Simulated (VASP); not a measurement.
# TiC (I4/mmm) in VASP: notebook

TiC is run at these levels: PBE; tasks: single point.

All numbers are computed with VASP 6.6.1; they aren't measurements. Logs are shortened: lines on timing, memory, paths and dates and some standing lists are left out, and cuts for length are marked.

### Step 1. The cell of the first run

It takes space group I4/mmm (No. 139, tetragonal). Conventional cell: a = 3.063 Å, b = 3.063 Å, c = 4.245 Å, α = 90.00°, β = 90.00°, γ = 90.00°. Ti (site symmetry 4/mmm) has 6 C at 2.12 to 2.17 Å within 2.8 Å. Within 2.8 Å of C (site symmetry 4/mmm) lie 6 Ti at 2.12 to 2.17 Å.

### Step 2. Single point, PBE

Contents of INCAR:

```
SYSTEM = TiC
ALGO = Normal
EDIFF = 1E-7
ENCUT = 520
GGA = PE
ISIF = 2
ISMEAR = -1
LASPH = .True.
LCHARG = .False.
LREAL = .False.
LWAVE = .False.
NBANDS = 15
NELM = 60
PREC = Accurate
SIGMA = 0.05
```

Contents of KPOINTS:

```
k-points
0
Gamma
  9 9 9
  0 0 0
```

Contents of POSCAR:

```
TiC
1.0
    0.0000000000      2.1657188437      2.1224044668
    2.1657188437      0.0000000000      2.1224044668
    2.1657188437      2.1657188437      0.0000000000
Ti C
1 1
Direct
    0.0000000000      0.0000000000      0.0000000000
    0.5000000000      0.5000000000      0.5000000000
```

Potentials or basis: VASP PAW PBE potentials, release 64 (Ti_sv, C).

Run with:

```
$ cat potpaw_PBE.64/Ti_sv/POTCAR potpaw_PBE.64/C/POTCAR > POTCAR
$ mpirun -np 1 vasp_std > vasp.out
```

OUTCAR:

```text
SYSTEM = TiC
   EDIFF = 1E-7
   ENCUT = 520
   GGA = PE
   ISIF = 2
   ISMEAR = -1
   LASPH = .True.
   LREAL = .False.
   NELM = 60
   PREC = Accurate

 ion  position               nearest neighbor table
   1  0.000  0.000  0.000-   2 2.12   2 2.12   2 2.17   2 2.17   2 2.17   2 2.17
   2  0.500  0.500  0.500-   1 2.12   1 2.12   1 2.17   1 2.17   1 2.17   1 2.17

  LATTYP: Found a body centered tetragonal cell.
 ALAT       =     3.0627889610
 C/A-ratio  =     1.3859292911

  Lattice vectors:

 A1 = (   0.0000000000,  -2.1657188437,  -2.1224044668)
 A2 = (   0.0000000000,   2.1657188437,  -2.1224044668)
 A3 = (   2.1657188437,   0.0000000000,   2.1224044668)

Analysis of symmetry for initial positions (statically):
=====================================================================
 Subroutine PRICEL returns:
 Original cell was already a primitive cell.

 Routine SETGRP: Setting up the symmetry group for a
 body centered tetragonal supercell.

 Subroutine GETGRP returns: Found 16 space group operations
 (whereof 16 operations were pure point group operations)
 out of a pool of 16 trial point group operations.

The static configuration has the point symmetry D_4h.

Analysis of symmetry for dynamics (positions and initial velocities):
=====================================================================
 Subroutine PRICEL returns:
 Original cell was already a primitive cell.

 Routine SETGRP: Setting up the symmetry group for a
 body centered tetragonal supercell.

 Subroutine GETGRP returns: Found 16 space group operations
 (whereof 16 operations were pure point group operations)
 out of a pool of 16 trial point group operations.

The dynamic configuration has the point symmetry D_4h.

 Subroutine INISYM returns: Found 16 space group operations
 (whereof 16 operations are pure point group operations),
 and found     1 'primitive' translations

----------------------------------------------------------------------------------------

                                     Primitive cell

  volume of cell :      19.9096

  direct lattice vectors                    reciprocal lattice vectors
     0.000000000  2.165718844  2.122404467    -0.230870227  0.230870227  0.235581864
     2.165718844  0.000000000  2.122404467     0.230870227 -0.230870227  0.235581864
     2.165718844  2.165718844  0.000000000     0.230870227  0.230870227 -0.235581864

  length of vectors
     3.032315754  3.032315754  3.062788961     0.402617607  0.402617607  0.402617607

  position of ions in fractional coordinates (direct lattice)
[... 8 lines left out ...]
----------------------------------------------------------------------------------------

 KPOINTS: k-points

Automatic generation of k-mesh.
 Grid dimensions read from file:
 generate k-points for:    9    9    9

 Generating k-lattice:

  Cartesian coordinates                     Fractional coordinates (reciprocal lattice)
    -0.025652247  0.025652247  0.026175763     0.111111111 -0.000000000  0.000000000
     0.025652247 -0.025652247  0.026175763    -0.000000000  0.111111111  0.000000000
     0.025652247  0.025652247 -0.026175763     0.000000000  0.000000000  0.111111111

  Length of vectors
     0.044735290  0.044735290  0.044735290

  Shift w.r.t. Gamma in fractional coordinates (k-lattice)
     0.000000000  0.000000000  0.000000000

 Subroutine IBZKPT returns following result:
 ===========================================

 Found     75 irreducible k-points:

 Following reciprocal coordinates:
            Coordinates               Weight
  0.000000  0.000000  0.000000      1.000000
  0.111111 -0.000000  0.000000      8.000000
  0.222222 -0.000000  0.000000      8.000000
  0.333333 -0.000000  0.000000      8.000000
  0.444444 -0.000000  0.000000      8.000000
  0.111111  0.111111  0.000000      2.000000
[... 16 lines left out ...]
 -0.333333  0.333333  0.000000      4.000000
  0.444444  0.444444  0.000000      2.000000
 [... further k-points ...]
   k-points           NKPTS =     75   k-points in BZ     NKDIM =     75   number of bands    NBANDS=     15
   number of dos      NEDOS =    301   number of ions     NIONS =      2
   total plane-waves  NPLWV =  13824
   dimension x,y,z NGX =    24 NGY =   24 NGZ =   24
   dimension x,y,z NGXF=    48 NGYF=   48 NGZF=   48
   ions per type =               1   1
   NGX,Y,Z   is equivalent  to a cutoff of  13.16, 13.16, 13.03 a.u.
   NGXF,Y,Z  is equivalent  to a cutoff of  26.32, 26.32, 26.05 a.u.
 SYSTEM =  TiC
   PREC   = accura    normal or accurate (medium, high low for compatibility)
   ISTART =      0    job   : 0-new  1-cont  2-samecut
   ICHARG =      2    charge: 1-file 2-atom 10-const
   ISPIN  =      1    spin polarized calculation?
   LNONCOLLINEAR =      F non collinear calculations
   LSORBIT =      F    spin-orbit coupling
   LASPH  =      T    aspherical Exc in radial PAW
   ENCUT  =  520.0 eV  38.22 Ry    6.18 a.u.   5.64  5.64  5.69*2*pi/ulx,y,z
   NELM   =     60;   NELMIN=  2; NELMDL= -5     # of ELM steps
   EDIFF  = 0.1E-06   stopping-criterion for ELM
   LREAL  =      F    real-space projection
   EDIFFG = 0.1E-05   stopping-criterion for IOM
   NSW    =      0    number of steps for IOM
   IBRION =     -1    ionic relax: 0-MD 1-quasi-New 2-CG
   NFREE  =      0    steps in history (QN), initial steepest desc. (CG)
   ISIF   =      2    stress and relaxation
   ISYM   =      2    0-nonsym 1-usesym 2-fastsym
   POTIM  = 0.5000    time-step for ionic-motion
   TEBEG  =    0.0;   TEEND  =   0.0 temperature during run
   PSTRESS=    0.0 pullay stress
   NELECT =      16.0000    total number of electrons
   NUPDOWN=      -1.0000    fix difference up-down
   EMIN   =  10.00;   EMAX   =-10.00  energy-range for DOS
   EFERMI =   0.00;   METHOD = LEGACY
   ISMEAR =    -1;   SIGMA  =   0.05  broadening in eV -4-tet -1-fermi 0-gaus
   EFERMI_NEDOS =   21; number of points for ismear=-14 and -15
   IALGO  =     38    algorithm
   IMIX   =      4    mixing-type and parameters
     AMIX     =   0.40;   BMIX     =  1.00
     AMIX_MAG =   1.60;   BMIX_MAG =  1.00
  volume/ion in A,a.u.               =       9.95        67.18
  Fermi-wavevector in a.u.,A,eV,Ry     =   1.522045  2.876247 31.519527  2.316620
  Thomas-Fermi vector in A             =   2.630677
   LORBIT       =      0    0 simple, 1 ext, 2 COOP (PROOUT), +10 PAW based schemes
   GGA     = PE    functional components
   LHFCALC =     F    Hartree Fock is set to
   AEXX    =    0.0000 exact exchange contribution
   IVDW    =     0    specifies the selected vdW correction
   LEPSILON=     F    determine dielectric tensor
   LRPA    =     F    only Hartree local field effects (RPA)
 non-spin polarized calculation
  energy-cutoff  :      520.00
  volume of cell :       19.91
 maximum number of plane-waves:       547
   NGX = 11   NGY = 11   NGZ = 11

 number of electron      16.0000002 magnetization

 Free energy of the ion-electron system (eV)
  ---------------------------------------------------
  ext. energy  EPLUGINS =         0.00000000
  ---------------------------------------------------
  free energy    TOTEN  =       -18.69348969 eV

  energy without entropy =      -18.69106866  energy(sigma->0) =      -18.69227918

 E-fermi :   9.6446     XC(G=0): -12.8019

 val. band max:        9.6243023635   @ k =   0.1111   0.1111   0.0000
 cond. band min:       9.6467332610   @ k =   0.4444   0.0000   0.4444
 fundamental gap:      0.0224308975
 Fermi energy:         9.6445629783

 k-point     1 :       0.0000    0.0000    0.0000
  band No.  band energies     occupation
      1     -46.8777      2.00000
      2     -22.9001      2.00000
      3     -22.9001      2.00000
      4     -22.8734      2.00000
      5      -2.8388      2.00000
      6      10.3034      0.00000
      7      10.3034      0.00000
      8      10.4552      0.00000
      9      11.3294      0.00000
     10      11.3294      0.00000
     11      11.3306      0.00000
     12      11.4132      0.00000
     13      11.4749      0.00000
     14      20.4464      0.00000
     15      23.7694      0.00000

 k-point     2 :       0.1111   -0.0000    0.0000
  band No.  band energies     occupation
      1     -46.8684      2.00000
      2     -22.9578      2.00000
      3     -22.9071      2.00000
      4     -22.8856      2.00000
      5      -2.5549      2.00000
      6       9.2217      1.99958
      7       9.4912      1.91098
      8       9.5868      1.52075
      9      10.7094      0.00000
     10      10.7653      0.00000
     11      11.8769      0.00000
     12      13.1792      0.00000
     13      13.3261      0.00000
     14      20.8951      0.00000
     15      23.8583      0.00000

 k-point     3 :       0.2222   -0.0000    0.0000
  band No.  band energies     occupation
      1     -46.8449      2.00000
      2     -23.1177      2.00000
      3     -22.9248      2.00000
      4     -22.8998      2.00000
      5      -1.7596      2.00000
      6       7.3633      2.00000
      7       8.1633      2.00000
      8       8.2293      2.00000
      9      11.2694      0.00000
     10      11.2896      0.00000
     11      12.4115      0.00000
     12      15.0729      0.00000
     13      15.2667      0.00000
     14      21.1855      0.00000
     15      24.0246      0.00000

 k-point     4 :       0.3333   -0.0000    0.0000
  band No.  band energies     occupation
      1     -46.8179      2.00000
      2     -23.2962      2.00000
      3     -22.9447      2.00000
      4     -22.9145      2.00000
      5      -0.6150      2.00000
      6       5.4772      2.00000
      7       7.2197      2.00000
      8       7.2651      2.00000
      9      11.9957      0.00000
     10      12.0322      0.00000
     11      13.0390      0.00000
     12      16.7025      0.00000
     13      16.9505      0.00000
     14      19.7625      0.00000
     15      25.3079      0.00000
[... 307 lines left out ...]
 k-point    22 :      -0.4444    0.3333    0.0000
  band No.  band energies     occupation
      1     -46.7725      2.00000
      2     -23.2935      2.00000
      3     -23.1535      2.00000
      4     -23.0504      2.00000
      5      -0.0789      2.00000
      6       5.9881      2.00000
      7       6.6667      2.00000
      8       8.0467      2.00000
      9      10.8195      0.00000
     10      12.9644      0.00000
     11      13.5030      0.00000
     12      14.7483      0.00000
     13      15.8125      0.00000
     14      22.4497      0.00000
     15      24.0323      0.00000

 k-point    23 :      -0.3333    0.3333    0.0000
  band No.  band energies     occupation
      1     -46.7764      2.00000
      2     -23.2452      2.00000
      3     -23.2099      2.00000
      4     -23.0175      2.00000
      5       0.1969      2.00000
      6       5.4230      2.00000
      7       6.5291      2.00000
      8       7.4101      2.00000
      9      11.8717      0.00000
     10      12.5635      0.00000
     11      13.6744      0.00000
     12      15.2382      0.00000
     13      16.2534      0.00000
     14      21.9029      0.00000
     15      23.5759      0.00000

 k-point    24 :       0.4444    0.4444    0.0000
  band No.  band energies     occupation
      1     -46.7705      2.00000
      2     -23.3328      2.00000
      3     -23.0860      2.00000
      4     -23.0860      2.00000
      5      -0.5173      2.00000
      6       6.2138      2.00000
      7       8.0127      2.00000
      8       9.4701      1.94078
      9       9.4701      1.94078
     10      12.4034      0.00000
     11      13.3617      0.00000
     12      13.3617      0.00000
     13      15.9304      0.00000
     14      21.7026      0.00000
     15      24.5554      0.00000

 [... further k-points ...]
[... 5 lines left out ...]
  --------------------------------------------------------------------------------------
  -------------------------------------------------------------------------------------
  Total        0.3717648      0.3717648      1.4818491      0.0000000      0.0000000     -0.0000000
  in kB       29.9168943     29.9168943    119.2483230      0.0000000      0.0000000     -0.0000000
  external PRESSURE =      59.6940372 kB  Pullay stress =       0.0000000 kB

 VOLUME and BASIS-vectors are now :
 -----------------------------------------------------------------------------
  energy-cutoff  :      520.00
  volume of cell :       19.91
      direct lattice vectors                 reciprocal lattice vectors
     0.000000000  2.165718844  2.122404467    -0.230870227  0.230870227  0.235581864
     2.165718844  0.000000000  2.122404467     0.230870227 -0.230870227  0.235581864
     2.165718844  2.165718844  0.000000000     0.230870227  0.230870227 -0.235581864

 POSITION                                       TOTAL-FORCE (eV/Angst)
 -----------------------------------------------------------------------------------
      0.00000      0.00000      0.00000        -0.000000      0.000000      0.000000
      2.16572      2.16572      2.12240         0.000000     -0.000000     -0.000000
 -----------------------------------------------------------------------------------
    total drift:                                0.000000     -0.000000     -0.000000

  FREE ENERGIE OF THE ION-ELECTRON SYSTEM (eV)
  ---------------------------------------------------
  free  energy   TOTEN  =       -18.6934896950 eV

  energy  without entropy=      -18.6910686582  energy(sigma->0) =      -18.69227918
```

Run time: 25 s. Hardware: 1 thread of AMD EPYC 7R43 (Zen 3), shared host; peak memory 0.12 GiB.

Results:

| Property | Result |
| --- | --- |
| Free energy | -18.6935 eV |
| Pressure | 6.0 GPa |
| Band gap on the k mesh | zero (band 8 reaches 10.46 eV, above the bottom of band 9 at 9.18 eV) |

### Step 3. Single point, PBE

This run uses another cell than the first one, of 10.06 Å³/atom, 1.010 times its volume.

Contents of INCAR:

```
PREC = Accurate
ENCUT = 520
EDIFF = 1E-7
ISMEAR = -1
SIGMA = 0.05
LREAL = False
LASPH = True
NELM = 60
ALGO = Normal
ISIF = 2
LWAVE = False
LCHARG = False
GGA = PE
NBANDS = 15
```

Contents of KPOINTS:

```
regular mesh
0
Gamma
  9 9 9
```

Contents of POSCAR:

```
TiC
1.0
    0.0000000000      2.1657188437      2.1440616553
    2.1657188437      0.0000000000      2.1440616553
    2.1657188437      2.1657188437      0.0000000000
Ti C
1 1
Direct
    0.0000000000      0.0000000000      0.0000000000
    0.5000000000      0.5000000000      0.5000000000
```

Potentials or basis: VASP PAW PBE potentials, release 64 (Ti_sv, C).

Run with:

```
$ cat potpaw_PBE.64/Ti_sv/POTCAR potpaw_PBE.64/C/POTCAR > POTCAR
$ mpirun -np 1 vasp_std > vasp.out
```

OUTCAR:

```text
PREC = Accurate
   ENCUT = 520
   EDIFF = 1E-7
   ISMEAR = -1
   LREAL = False
   LASPH = True
   NELM = 60
   ISIF = 2
   GGA = PE

 ion  position               nearest neighbor table
   1  0.000  0.000  0.000-   2 2.14   2 2.14   2 2.17   2 2.17   2 2.17   2 2.17
   2  0.500  0.500  0.500-   1 2.14   1 2.14   1 2.17   1 2.17   1 2.17   1 2.17

  LATTYP: Found a body centered tetragonal cell.
 ALAT       =     3.0627889610
 C/A-ratio  =     1.4000714268

  Lattice vectors:

 A1 = (   0.0000000000,  -2.1657188437,  -2.1440616553)
[... 609 lines left out ...]
     11      13.1773      0.00000
     12      13.1773      0.00000
     13      15.6402      0.00000
     14      21.4746      0.00000
     15      24.3981      0.00000

 [... further k-points ...]
[... 5 lines left out ...]
  --------------------------------------------------------------------------------------
  -------------------------------------------------------------------------------------
  Total        0.2176935      0.2176935      0.7436445      0.0000000      0.0000000     -0.0000000
  in kB       17.3414203     17.3414203     59.2385656      0.0000000      0.0000000     -0.0000000
  external PRESSURE =      31.3071354 kB  Pullay stress =       0.0000000 kB

 VOLUME and BASIS-vectors are now :
 -----------------------------------------------------------------------------
  energy-cutoff  :      520.00
  volume of cell :       20.11
      direct lattice vectors                 reciprocal lattice vectors
     0.000000000  2.165718844  2.144061655    -0.230870227  0.230870227  0.233202249
     2.165718844  0.000000000  2.144061655     0.230870227 -0.230870227  0.233202249
     2.165718844  2.165718844  0.000000000     0.230870227  0.230870227 -0.233202249

 POSITION                                       TOTAL-FORCE (eV/Angst)
 -----------------------------------------------------------------------------------
      0.00000      0.00000      0.00000        -0.000000      0.000000      0.000000
      2.16572      2.16572      2.14406         0.000000     -0.000000     -0.000000
 -----------------------------------------------------------------------------------
    total drift:                                0.000000     -0.000000     -0.000000

  FREE ENERGIE OF THE ION-ELECTRON SYSTEM (eV)
  ---------------------------------------------------
  free  energy   TOTEN  =       -18.7048338390 eV

  energy  without entropy=      -18.7023628864  energy(sigma->0) =      -18.70359836
```

stdout:

```text
POSCAR found type information on POSCAR TiC
 POSCAR found :  2 types and       2 ions
 scaLAPACK will be used
 LDA part: xc-table for (Slater+PW92), standard interpolation
 POSCAR, INCAR and KPOINTS ok, starting setup
 FFT: planning ... GRIDC
 FFT: planning ... GRID_SOFT
 FFT: planning ... GRID
 WAVECAR not read
 entering main loop
```

Run time: 24 s. Hardware: 1 thread of AMD EPYC 7R43 (Zen 3), shared host; peak memory 0.11 GiB.

Results:

| Item | Value |
| --- | --- |
| Free energy | -18.7048 eV |
| Pressure | 3.1 GPa |
| Band gap on the k mesh | zero (band 8 reaches 10.28 eV, above the bottom of band 9 at 9.13 eV) |

Levels at points of the mesh, in eV from the Fermi level:
| k point | band 5 | band 6 | band 7 | band 8 | band 9 | band 10 | band 11 | band 12 |
| --- | --- | --- | --- | --- | --- | --- | --- | --- |
| (0.00, 0.00, 0.00) | -12.43 | 0.68 | 0.68 | 0.76 | 1.69 | 1.69 | 1.71 | 1.73 |
